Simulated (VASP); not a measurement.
Here is a VASP 6.6.1 calculation.

Contents of INCAR:

```
SYSTEM = Ni
  PREC = Accurate
  ENCUT = 520
  EDIFF = 1E-6
  ISMEAR = -1
  SIGMA = 0.05
  LREAL = .FALSE.
  LASPH = .TRUE.
  NELM = 150
  ALGO = Normal
  ISIF = 2
  LWAVE = .FALSE.
  LCHARG = .FALSE.
  ISPIN = 2
  MAGMOM = 1
  LORBIT = 11
  LMAXMIX = 4
  GGA = PS
  NBANDS = 15
```

File KPOINTS:

```
regular mesh
0
G
  21 21 21
  0 0 0
```

File POSCAR:

```
Ni
1.0
    0.0000000000      1.7312525854      1.7312525854
    1.7312525854      0.0000000000      1.7312525854
    1.7312525854      1.7312525854      0.0000000000
Ni
1
Direct
    0.0000000000      0.0000000000      0.0000000000
```

Potentials or basis: VASP PAW PBE potentials, release 64 (Ni).

The run is started by

```sh
$ cat potpaw_PBE.64/Ni/POTCAR > POTCAR
$ mpirun -np 1 vasp_std > vasp.out
```

What does it give for the net moment?

0.59 μB per cell.

Estimate the site moments.

Ni +0.60 μB.
